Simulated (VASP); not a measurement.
# Cu3B (P-6m2) in VASP: a series of runs, part 2 of 2

VASP 6.6.1. Earlier steps stand in the parts before.

## Step 4: Single point, PBE (volume scaled by 1.10, then relaxed in part)

Input file INCAR:

```
SYSTEM = Cu3B
PREC = Accurate ; ENCUT = 520
EDIFF = 1E-6 ; ISMEAR = 0
SIGMA = 0.1 ; LREAL = .FALSE.
LASPH = .TRUE. ; NELM = 100
ALGO = Fast ; ISIF = 2
LWAVE = .FALSE. ; LCHARG = .FALSE.
GGA = PE ; NBANDS = 26
```

Input file KPOINTS:

```
Automatic mesh
0
G
  18 18 6
  0 0 0
```

Input file POSCAR:

```
Cu3B
1.0
    2.7069824585      0.0000000000      0.0000000000
   -1.3534912293      2.3443155767      0.0000000000
    0.0000000000      0.0000000000      7.3489574722
Cu B
3 1
Direct
    0.6666666667      0.3333333333      0.5000000000
    0.3333333333      0.6666666667      0.1991670289
    0.3333333333      0.6666666667      0.8008329711
    0.6666666667      0.3333333333      0.0000000000
```

Potentials or basis: VASP PAW PBE potentials, release 64 (Cu, B).

Started as:

```
cat potpaw_PBE.64/Cu/POTCAR potpaw_PBE.64/B/POTCAR > POTCAR
mpirun -np 1 vasp_std > vasp.out
```

OUTCAR:

```text
SYSTEM = Cu3B
   PREC = Accurate
   ENCUT = 520
   EDIFF = 1E-6
   ISMEAR = 0
   LREAL = .FALSE.
   LASPH = .TRUE.
   NELM = 100
   ISIF = 2
   GGA = PE

 ion  position               nearest neighbor table
   1  0.667  0.333  0.500-   2 2.71   3 2.71   2 2.71   3 2.71   2 2.71   3 2.71
   2  0.333  0.667  0.199-   4 2.14   4 2.14   4 2.14   1 2.71   1 2.71   1 2.71
   3  0.333  0.667  0.801-   4 2.14   4 2.14   4 2.14   1 2.71   1 2.71   1 2.71
   4  0.667  0.333  0.000-   2 2.14   3 2.14   2 2.14   3 2.14   2 2.14   3 2.14

  LATTYP: Found a hexagonal cell.
 ALAT       =     2.7069824585
 C/A-ratio  =     2.7148153285

  Lattice vectors:

 A1 = (   2.7069824585,   0.0000000000,   0.0000000000)
 A2 = (  -1.3534912293,   2.3443155767,   0.0000000000)
 A3 = (   0.0000000000,   0.0000000000,   7.3489574722)

Analysis of symmetry for initial positions (statically):
=====================================================================
 Subroutine PRICEL returns:
 Original cell was already a primitive cell.

 Routine SETGRP: Setting up the symmetry group for a
 hexagonal supercell.

 Subroutine GETGRP returns: Found 12 space group operations
[... 171 lines left out ...]
 E-fermi :   6.6978     XC(G=0): -12.1215

 val. band max:        6.6976660434   @ k =   0.1111   0.1111   0.3333
 cond. band min:       6.7119087447   @ k =   0.2222   0.2222   0.3333
 fundamental gap:      0.0142427013
 Fermi energy:         6.6978136816

 k-point     1 :       0.0000    0.0000    0.0000
  band No.  band energies     occupation
      1      -4.8914      2.00000
      2      -0.7696      2.00000
      3      -0.2064      2.00000
      4       2.0384      2.00000
      5       3.0116      2.00000
      6       3.0116      2.00000
[... 685 lines left out ...]
     25      17.3790      0.00000
     26      17.7378      0.00000

 [... further k-points ...]

------------------------ aborting loop because EDIFF is reached ----------------------------------------

  FORCE on cell =-STRESS in cart. coord.  units (eV):
  Direction    XX          YY          ZZ          XY          YZ          ZX
  --------------------------------------------------------------------------------------
  -------------------------------------------------------------------------------------
  Total       -2.8952526     -2.8952526     -2.8286558      0.0000000      0.0000000      0.0000000
  in kB      -99.4648860    -99.4648860    -97.1769891      0.0000000      0.0000000      0.0000000
  external PRESSURE =     -98.7022537 kB  Pullay stress =       0.0000000 kB

 VOLUME and BASIS-vectors are now :
 -----------------------------------------------------------------------------
  energy-cutoff  :      520.00
  volume of cell :       46.64
      direct lattice vectors                 reciprocal lattice vectors
     2.706982459  0.000000000  0.000000000     0.369415028  0.213281866  0.000000000
    -1.353491229  2.344315577  0.000000000     0.000000000  0.426563731  0.000000000
     0.000000000  0.000000000  7.348957472     0.000000000  0.000000000  0.136073723

 POSITION                                       TOTAL-FORCE (eV/Angst)
 -----------------------------------------------------------------------------------
      1.35349      0.78144      3.67448        -0.000000      0.000000     -0.000000
     -0.00000      1.56288      1.46367         0.000000     -0.000000      0.026787
     -0.00000      1.56288      5.88529         0.000000     -0.000000     -0.026787
      1.35349      0.78144      0.00000        -0.000000      0.000000     -0.000000
 -----------------------------------------------------------------------------------
    total drift:                                0.000004     -0.000002     -0.000000

  FREE ENERGIE OF THE ION-ELECTRON SYSTEM (eV)
  ---------------------------------------------------
  free  energy   TOTEN  =       -16.5357845878 eV

  energy  without entropy=      -16.5309733511  energy(sigma->0) =      -16.53337897
```

Run time: 2.2 min. Hardware: 1 thread of Intel Xeon Platinum 8488C (Sapphire Rapids), shared host; peak memory 0.27 GiB.

Results:

```yaml
Free_energy: -16.5358 eV
Pressure: -9.9 GPa
Largest_force: 0.027 eV/Å
Band_gap_on_the_k_mesh: zero (band 18 reaches 7.22 eV, above the bottom of band 19 at 4.82 eV)
```

Forces in eV/Å, atoms in the order of the input:
```
Cu   0.000  0.000  0.000
Cu   0.000  0.000  0.027
Cu   0.000  0.000 -0.027
B    0.000  0.000  0.000
```

Levels at points of the mesh, in eV from the Fermi level:
| k point | band 14 | band 15 | band 16 | band 17 | band 18 | band 19 | band 20 | band 21 | band 22 | band 23 |
| --- | --- | --- | --- | --- | --- | --- | --- | --- | --- | --- |
| (0.00, 0.00, 0.00) | -2.97 | -2.46 | -2.46 | -1.87 | -1.87 | -0.19 | 4.42 | 6.32 | 6.32 | 12.61 |
| (0.50, 0.00, 0.00) | -2.06 | -1.99 | -1.53 | -1.45 | -1.04 | 0.35 | 3.03 | 3.40 | 3.88 | 6.17 |
| (0.00, 0.00, 0.50) | -2.88 | -2.44 | -2.44 | -1.91 | -1.88 | -1.88 | 6.32 | 6.32 | 6.74 | 10.03 |
| (0.50, 0.00, 0.50) | -2.37 | -2.05 | -1.64 | -1.53 | -0.97 | 0.39 | 3.92 | 3.93 | 4.38 | 5.16 |

## Step 5: Overview

| cell | gap on the mesh (eV) | pressure (GPa) | largest force (eV/Å) |
| --- | --- | --- | --- |
| a = 2.596, b = 2.596, c = 7.263 Å, angles 90.0, 90.0, 120.0°, 4 atoms | none | 0.5 | 0.03 |
| a = 2.596, b = 2.596, c = 7.264 Å, angles 90.0, 90.0, 120.0°, 4 atoms | none | 0.5 | 0.03 |
| a = 2.707, b = 2.707, c = 7.349 Å, angles 90.0, 90.0, 120.0°, 4 atoms | none | -9.9 | 0.03 |

Alike in all rows: task single point; level PBE; potentials or basis VASP PAW PBE potentials, release 64 (Cu, B); no spin polarisation; k mesh 18 × 18 × 6; cutoff (eV) 520; smearing gaussian 0.1 eV.

Total energies depend on the potentials used, so only differences within one code and one set of settings carry meaning.
